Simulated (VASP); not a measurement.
# Mn3Sb (Pm-3m) in VASP: a series of runs

The runs below take Mn3Sb through single point, with r2SCAN.

Program: VASP 6.6.1. These are calculated values, not measurements. Logs are shortened: lines on timing, memory, paths and dates and some standing lists are left out, and cuts for length are marked.

## Step 1: The cell of the first run

The structure is cubic, space group Pm-3m (No. 221). The conventional cell has a = 4.035 Å, b = 4.035 Å, c = 4.035 Å, α = 90.00°, β = 90.00°, γ = 90.00°. Within 3.8 Å of Mn (site symmetry 4/mmm) lie 8 Mn at 2.85 Å and 4 Sb at 2.85 Å. Sb (site symmetry m-3m) has 12 Mn at 2.85 Å within 3.8 Å.

## Step 2: Single point, r2SCAN

File POSCAR:

```
Mn3Sb
1.0
    4.0347720000      0.0000000000      0.0000000000
    0.0000000000      4.0347720000      0.0000000000
    0.0000000000      0.0000000000      4.0347720000
Mn Sb
3 1
Direct
    0.0000000000      0.5000000000      0.5000000000
    0.5000000000      0.0000000000      0.5000000000
    0.5000000000      0.5000000000      0.0000000000
    0.0000000000      0.0000000000      0.0000000000
```

File INCAR.step1:

```
PREC     = Accurate       # precision mode
ENCUT    = 750            # plane-wave cutoff, eV
ISMEAR   = -5             # smearing method
SIGMA    = 0.1            # smearing width, eV
LREAL    = False          # projectors in reciprocal space
LASPH    = True           # aspherical terms in the spheres
NELM     = 120            # most SCF steps
NBANDS   = 38             # bands
GGA      = PE             # functional
ALGO     = Normal         # electronic algorithm
EDIFF    = 1E-5           # SCF threshold, eV
LWAVE    = True           # write WAVECAR
LCHARG   = False          # write CHGCAR
GGA_COMPAT= False
```

File INCAR.step2:

```
PREC     = Accurate       # precision mode
ENCUT    = 750            # plane-wave cutoff, eV
EDIFF    = 1E-6           # SCF threshold, eV
ISMEAR   = -5             # smearing method
SIGMA    = 0.1            # smearing width, eV
LREAL    = False          # projectors in reciprocal space
LASPH    = True           # aspherical terms in the spheres
NELM     = 120            # most SCF steps
ALGO     = Normal         # electronic algorithm
ISIF     = 2              # what is computed and relaxed
LWAVE    = False          # write WAVECAR
LCHARG   = False          # write CHGCAR
METAGGA  = R2SCAN         # meta-GGA
LMIXTAU  = True         
NBANDS   = 38             # bands
ISTART   = 1            
GGA_COMPAT= False
```

File KPOINTS:

```
Automatic mesh
0
Gamma
  5 5 5
```

Potentials or basis: VASP PAW PBE potentials, release 64 (Mn_sv, Sb_d_GW).

Launch:

```sh
$ cat potpaw_PBE.64/Mn_sv/POTCAR potpaw_PBE.64/Sb_d_GW/POTCAR > POTCAR
$ cp INCAR.step1 INCAR
$ mpirun -np 1 vasp_std > vasp.out
$ cp INCAR.step2 INCAR
$ mpirun -np 1 vasp_std > vasp.out
```

OUTCAR:

```text
PREC = Accurate
   ENCUT = 750
   EDIFF = 1E-6
   ISMEAR = -5
   LREAL = False
   LASPH = True
   NELM = 120
   ISIF = 2
   METAGGA = R2SCAN
   ISTART = 1

 ion  position               nearest neighbor table
   1  0.000  0.500  0.500-   4 2.85   4 2.85   4 2.85   4 2.85
   2  0.500  0.000  0.500-   4 2.85   4 2.85   4 2.85   4 2.85
   3  0.500  0.500  0.000-   4 2.85   4 2.85   4 2.85   4 2.85
   4  0.000  0.000  0.000-   1 2.85   2 2.85   3 2.85   1 2.85   2 2.85   1 2.85   3 2.85   1 2.85
                             2 2.85   3 2.85   2 2.85   3 2.85

  LATTYP: Found a simple cubic cell.
 ALAT       =     4.0347720000

  Lattice vectors:

 A1 = (   4.0347720000,   0.0000000000,   0.0000000000)
 A2 = (   0.0000000000,   4.0347720000,   0.0000000000)
 A3 = (   0.0000000000,   0.0000000000,   4.0347720000)

Analysis of symmetry for initial positions (statically):
=====================================================================
 Subroutine PRICEL returns:
 Original cell was already a primitive cell.

 Routine SETGRP: Setting up the symmetry group for a
 simple cubic supercell.

 Subroutine GETGRP returns: Found 48 space group operations
 (whereof 48 operations were pure point group operations)
 out of a pool of 48 trial point group operations.

The static configuration has the point symmetry O_h .

Analysis of symmetry for dynamics (positions and initial velocities):
=====================================================================
 Subroutine PRICEL returns:
 Original cell was already a primitive cell.

 Routine SETGRP: Setting up the symmetry group for a
 simple cubic supercell.

 Subroutine GETGRP returns: Found 48 space group operations
 (whereof 48 operations were pure point group operations)
 out of a pool of 48 trial point group operations.

The dynamic configuration has the point symmetry O_h .

 Subroutine INISYM returns: Found 48 space group operations
 (whereof 48 operations are pure point group operations),
 and found     1 'primitive' translations

----------------------------------------------------------------------------------------

                                     Primitive cell

  volume of cell :      65.6836

  direct lattice vectors                    reciprocal lattice vectors
     4.034772000  0.000000000  0.000000000     0.247845479  0.000000000  0.000000000
     0.000000000  4.034772000  0.000000000     0.000000000  0.247845479  0.000000000
     0.000000000  0.000000000  4.034772000     0.000000000  0.000000000  0.247845479

  length of vectors
     4.034772000  4.034772000  4.034772000     0.247845479  0.247845479  0.247845479

  position of ions in fractional coordinates (direct lattice)
     0.000000000  0.500000000  0.500000000
     0.500000000  0.000000000  0.500000000
     0.500000000  0.500000000  0.000000000
     0.000000000  0.000000000  0.000000000

  ion indices of the primitive-cell ions
   primitive index   ion index
                 1           1
                 2           2
                 3           3
                 4           4

----------------------------------------------------------------------------------------

 KPOINTS: Automatic mesh

Automatic generation of k-mesh.
 Grid dimensions read from file:
 generate k-points for:    5    5    5

 Generating k-lattice:

  Cartesian coordinates                     Fractional coordinates (reciprocal lattice)
     0.049569096  0.000000000  0.000000000     0.200000000  0.000000000  0.000000000
     0.000000000  0.049569096  0.000000000     0.000000000  0.200000000  0.000000000
     0.000000000  0.000000000  0.049569096     0.000000000  0.000000000  0.200000000

  Length of vectors
     0.049569096  0.049569096  0.049569096

  Shift w.r.t. Gamma in fractional coordinates (k-lattice)
     0.000000000  0.000000000  0.000000000

 TETIRR: Found     57 inequivalent tetrahedra from      750

 Subroutine IBZKPT returns following result:
 ===========================================

 Found     10 irreducible k-points:

 Following reciprocal coordinates:
            Coordinates               Weight
  0.000000  0.000000  0.000000      1.000000
  0.200000  0.000000  0.000000      6.000000
  0.400000  0.000000  0.000000      6.000000
  0.200000  0.200000  0.000000     12.000000
  0.400000  0.200000  0.000000     24.000000
  0.400000  0.400000  0.000000     12.000000
  0.200000  0.200000  0.200000      8.000000
  0.400000  0.200000  0.200000     24.000000
  0.400000  0.400000  0.200000     24.000000
  0.400000  0.400000  0.400000      8.000000
   k-points           NKPTS =     10   k-points in BZ     NKDIM =     10   number of bands    NBANDS=     38
   number of dos      NEDOS =    301   number of ions     NIONS =      4
   total plane-waves  NPLWV =  46656
   dimension x,y,z NGX =    36 NGY =   36 NGZ =   36
   dimension x,y,z NGXF=    72 NGYF=   72 NGZF=   72
   ions per type =               3   1
   NGX,Y,Z   is equivalent  to a cutoff of  14.83, 14.83, 14.83 a.u.
   NGXF,Y,Z  is equivalent  to a cutoff of  29.67, 29.67, 29.67 a.u.
 SYSTEM =  unknown system
   PREC   = accura    normal or accurate (medium, high low for compatibility)
   ISTART =      1    job   : 0-new  1-cont  2-samecut
   ICHARG =      0    charge: 1-file 2-atom 10-const
   ISPIN  =      1    spin polarized calculation?
   LNONCOLLINEAR =      F non collinear calculations
   LSORBIT =      F    spin-orbit coupling
   LASPH  =      T    aspherical Exc in radial PAW
   ENCUT  =  750.0 eV  55.12 Ry    7.42 a.u.   9.01  9.01  9.01*2*pi/ulx,y,z
   NELM   =    120;   NELMIN=  2; NELMDL=  0     # of ELM steps
   EDIFF  = 0.1E-05   stopping-criterion for ELM
   LREAL  =      F    real-space projection
   EDIFFG = 0.1E-04   stopping-criterion for IOM
   NSW    =      0    number of steps for IOM
   IBRION =     -1    ionic relax: 0-MD 1-quasi-New 2-CG
   NFREE  =      0    steps in history (QN), initial steepest desc. (CG)
   ISIF   =      2    stress and relaxation
   ISYM   =      2    0-nonsym 1-usesym 2-fastsym
   POTIM  = 0.5000    time-step for ionic-motion
   TEBEG  =    0.0;   TEEND  =   0.0 temperature during run
   PSTRESS=    0.0 pullay stress
   NELECT =      60.0000    total number of electrons
   NUPDOWN=      -1.0000    fix difference up-down
   EMIN   =  10.00;   EMAX   =-10.00  energy-range for DOS
   EFERMI =   0.00;   METHOD = LEGACY
   ISMEAR =    -5;   SIGMA  =   0.10  broadening in eV -4-tet -1-fermi 0-gaus
   EFERMI_NEDOS =   21; number of points for ismear=-14 and -15
   IALGO  =     38    algorithm
   IMIX   =      4    mixing-type and parameters
     AMIX     =   0.40;   BMIX     =  1.00
     AMIX_MAG =   1.60;   BMIX_MAG =  1.00
  volume/ion in A,a.u.               =      16.42       110.81
  Fermi-wavevector in a.u.,A,eV,Ry     =   1.588448  3.001731 34.329758  2.523166
  Thomas-Fermi vector in A             =   2.687450
   LORBIT       =      0    0 simple, 1 ext, 2 COOP (PROOUT), +10 PAW based schemes
   METAGGA = R2SCAN    functional components
   LHFCALC =     F    Hartree Fock is set to
   AEXX    =    0.0000 exact exchange contribution
   IVDW    =     0    specifies the selected vdW correction
   LEPSILON=     F    determine dielectric tensor
   LRPA    =     F    only Hartree local field effects (RPA)
 non-spin polarized calculation
 Fermi weights with tetrahedron method with Bloechl corrections
  energy-cutoff  :      750.00
  volume of cell :       65.68
 maximum number of plane-waves:      3084
   NGX = 19   NGY = 19   NGZ = 19

 number of electron      60.0000038 magnetization

 Free energy of the ion-electron system (eV)
  ---------------------------------------------------
  ext. energy  EPLUGINS =         0.00000000
  ---------------------------------------------------
  free energy    TOTEN  =       -65.15996445 eV

  energy without entropy =      -65.15996445  energy(sigma->0) =      -65.15996445

 E-fermi :   9.1907     XC(G=0): -13.1405

 val. band max:        9.1908132209   @ k =   0.2000   0.2000   0.0000
 cond. band min:       9.1782795923   @ k =   0.4000   0.0000   0.0000
 fundamental gap:     -0.0125336286
 Fermi energy:         9.1907111961

 k-point     1 :       0.0000    0.0000    0.0000
  band No.  band energies     occupation
      1     -72.9717      2.00000
      2     -72.9449      2.00000
      3     -72.9449      2.00000
      4     -40.5030      2.00000
      5     -40.5030      2.00000
      6     -40.5030      2.00000
[... 30 lines left out ...]
     37      11.5075      0.00000
     38      15.1747      0.00000

 k-point     2 :       0.2000    0.0000    0.0000
  band No.  band energies     occupation
      1     -72.9695      2.00000
      2     -72.9471      2.00000
      3     -72.9449      2.00000
      4     -40.4963      2.00000
      5     -40.4963      2.00000
      6     -40.4925      2.00000
[... 30 lines left out ...]
     37      12.1593      0.00000
     38      15.1159      0.00000

 k-point     3 :       0.4000    0.0000    0.0000
  band No.  band energies     occupation
      1     -72.9642      2.00000
      2     -72.9523      2.00000
      3     -72.9449      2.00000
      4     -40.4822      2.00000
      5     -40.4822      2.00000
      6     -40.4682      2.00000
[... 30 lines left out ...]
     37      11.9711      0.00000
     38      14.4684      0.00000

 k-point     4 :       0.2000    0.2000    0.0000
  band No.  band energies     occupation
      1     -72.9674      2.00000
      2     -72.9479      2.00000
      3     -72.9461      2.00000
      4     -40.4995      2.00000
      5     -40.4894      2.00000
      6     -40.4773      2.00000
[... 30 lines left out ...]
     37      13.0046      0.00000
     38      14.0036      0.00000

 k-point     5 :       0.4000    0.2000    0.0000
  band No.  band energies     occupation
      1     -72.9625      2.00000
      2     -72.9524      2.00000
      3     -72.9465      2.00000
      4     -40.4900      2.00000
      5     -40.4748      2.00000
      6     -40.4710      2.00000
[... 30 lines left out ...]
     37      12.0955      0.00000
     38      13.2360      0.00000

 k-point     6 :       0.4000    0.4000    0.0000
  band No.  band energies     occupation
      1     -72.9581      2.00000
      2     -72.9529      2.00000
      3     -72.9503      2.00000
      4     -40.5026      2.00000
      5     -40.4683      2.00000
      6     -40.4585      2.00000
[... 30 lines left out ...]
     37      12.9053      0.00000
     38      13.5931      0.00000

 k-point     7 :       0.2000    0.2000    0.2000
  band No.  band energies     occupation
      1     -72.9655      2.00000
      2     -72.9479      2.00000
      3     -72.9479      2.00000
      4     -40.5057      2.00000
      5     -40.4783      2.00000
      6     -40.4783      2.00000
[... 30 lines left out ...]
     37      13.5510      0.00000
     38      14.8816      0.00000

 k-point     8 :       0.4000    0.2000    0.2000
  band No.  band energies     occupation
      1     -72.9610      2.00000
      2     -72.9524      2.00000
      3     -72.9479      2.00000
      4     -40.4985      2.00000
      5     -40.4808      2.00000
      6     -40.4800      2.00000
[... 30 lines left out ...]
     37      11.8321      0.00000
     38      13.5921      0.00000

 k-point     9 :       0.4000    0.4000    0.2000
  band No.  band energies     occupation
      1     -72.9574      2.00000
      2     -72.9529      2.00000
      3     -72.9510      2.00000
      4     -40.5036      2.00000
      5     -40.4934      2.00000
      6     -40.4819      2.00000
[... 30 lines left out ...]
     37      11.1322      0.00000
     38      14.0941      0.00000

 k-point    10 :       0.4000    0.4000    0.4000
  band No.  band energies     occupation
      1     -72.9554      2.00000
      2     -72.9529      2.00000
      3     -72.9529      2.00000
      4     -40.5111      2.00000
      5     -40.5009      2.00000
      6     -40.5009      2.00000
[... 30 lines left out ...]
     37      10.4074      0.00000
     38      13.2955      0.00000

------------------------ aborting loop because EDIFF is reached ----------------------------------------

  FORCE on cell =-STRESS in cart. coord.  units (eV):
  Direction    XX          YY          ZZ          XY          YZ          ZX
  --------------------------------------------------------------------------------------
  -------------------------------------------------------------------------------------
  Total      -12.6336450    -12.6336450    -12.6336450     -0.0000000      0.0000000     -0.0000000
  in kB     -308.1642512   -308.1642512   -308.1642512     -0.0000000      0.0000000     -0.0000000
  external PRESSURE =    -308.1642512 kB  Pullay stress =       0.0000000 kB

 VOLUME and BASIS-vectors are now :
 -----------------------------------------------------------------------------
  energy-cutoff  :      750.00
  volume of cell :       65.68
      direct lattice vectors                 reciprocal lattice vectors
     4.034772000  0.000000000  0.000000000     0.247845479  0.000000000  0.000000000
     0.000000000  4.034772000  0.000000000     0.000000000  0.247845479  0.000000000
     0.000000000  0.000000000  4.034772000     0.000000000  0.000000000  0.247845479

 POSITION                                       TOTAL-FORCE (eV/Angst)
 -----------------------------------------------------------------------------------
      0.00000      2.01739      2.01739         0.000000      0.000000      0.000000
      2.01739      0.00000      2.01739         0.000000      0.000000      0.000000
      2.01739      2.01739      0.00000         0.000000      0.000000      0.000000
      0.00000      0.00000      0.00000         0.000000      0.000000      0.000000
 -----------------------------------------------------------------------------------
    total drift:                                0.000000      0.000000      0.000000

  FREE ENERGIE OF THE ION-ELECTRON SYSTEM (eV)
  ---------------------------------------------------
  free  energy   TOTEN  =       -65.1599644491 eV

  energy  without entropy=      -65.1599644491  energy(sigma->0) =      -65.15996445
```

Wall time 11 min (1 thread of AMD EPYC 7R43 (Zen 3), shared host); peak memory 0.22 GiB.

Results:

```yaml
Free_energy: -65.1600 eV
Pressure: -30.8 GPa
Band_gap_on_the_k_mesh: zero (bands 30 and 31 overlap by 0.27 eV)
```

Caveat: the cell stands under tension; the PAW data sets were made with another functional, which shifts forces and pressure a little; spin-orbit coupling is left out, which moves the levels of the heavy elements; the run has no spin polarisation, though such a crystal can be magnetic; tetrahedron occupations give inexact forces and stress in metals.

## Step 3: Single point, r2SCAN

POSCAR is that of step 2.

File INCAR.step1:

```
SYSTEM = Mn3Sb
  PREC = Accurate
  ENCUT = 750
  ISMEAR = -5
  SIGMA = 0.1
  LREAL = .FALSE.
  LASPH = .TRUE.
  NELM = 120
  NBANDS = 38
  GGA = PE
  ALGO = Normal
  EDIFF = 1E-5
  LWAVE = .TRUE.
  LCHARG = .FALSE.
  GGA_COMPAT = .FALSE.
```

File INCAR.step2:

```
SYSTEM = Mn3Sb
  PREC = Accurate
  ENCUT = 750
  EDIFF = 1E-6
  ISMEAR = -5
  SIGMA = 0.1
  LREAL = .FALSE.
  LASPH = .TRUE.
  NELM = 120
  ALGO = Normal
  ISIF = 2
  LWAVE = .FALSE.
  LCHARG = .FALSE.
  METAGGA = R2SCAN
  LMIXTAU = .TRUE.
  NBANDS = 38
  ISTART = 1
  GGA_COMPAT = .FALSE.
```

File KPOINTS:

```
Automatic mesh
0
G
  5 5 5
  0 0 0
```

Potentials or basis: VASP PAW PBE potentials, release 64 (Mn_sv, Sb_d_GW).

Launch:

```sh
$ cat potpaw_PBE.64/Mn_sv/POTCAR potpaw_PBE.64/Sb_d_GW/POTCAR > POTCAR
$ cp INCAR.step1 INCAR
$ mpirun -np 1 vasp_std > vasp.out
$ cp INCAR.step2 INCAR
$ mpirun -np 1 vasp_std > vasp.out
```

Wall time 11 min (1 thread of AMD EPYC 7R43 (Zen 3), shared host); peak memory 0.22 GiB.

The run converged. Its results:

* Free energy: -65.1600 eV
* Pressure: -30.8 GPa
* Band gap on the k mesh: zero (bands 30 and 31 overlap by 0.27 eV)

Levels at points of the mesh, in eV from the Fermi level:
```tsv
k point	band 27	band 28	band 29	band 30	band 31	band 32	band 33	band 34
(0.00, 0.00, 0.00)	-1.92	-0.14	-0.14	-0.14	0.50	0.50	0.61	1.04
```

Caveat: the cell stands under tension; the PAW data sets were made with another functional, which shifts forces and pressure a little; spin-orbit coupling is left out, which moves the levels of the heavy elements; the run has no spin polarisation, though such a crystal can be magnetic; tetrahedron occupations give inexact forces and stress in metals. Spin polarisation is off, so any magnetic state and its effect on volume and gap are missing.
